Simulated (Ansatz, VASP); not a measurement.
**C: VASP beside Ansatz**

```
CELL_PARAMETERS angstrom
2.46565 0.00000 0.00000
-1.23283 2.13532 0.00000
0.00000 0.00000 17.50007
ATOMIC_POSITIONS crystal
C 0.66667 0.33333 0.25714
C 0.33333 0.66667 0.25714
C 0.00000 0.33333 0.44172
C 0.33333 0.00000 0.44171
```

Alike in both runs: task single point; functional PBE; dispersion D3(BJ); k mesh 15 × 15 × 1; occupations gaussian, width 0.1 eV; no spin polarisation.

|  | VASP | Ansatz |
| --- | --- | --- |
| version | VASP 6.6.1 | Ansatz 0.2.0 |
| potentials or method | VASP PAW PBE potentials, release 64 (C), cutoff 520 eV | scalar-relativistic, plane waves, PAW |
| valence electrons in the cell | 16 | 16 |

|  | VASP | Ansatz | Ansatz less VASP |
| --- | --- | --- | --- |
| gap on the k mesh at the Fermi level (eV) | 0.48 | 0.48 | 0.000 |
| least direct gap on the mesh (eV) | 0.48 | 0.48 | 0.000 |
| rms of the force components (eV/Å) | 0.033 | 0.033 | -0.0001 |

Atom by atom the forces differ by 0.000 eV/Å (rms over components). Ansatz's warnings: structure snapped to symmetry, xc potential rough in thin density.
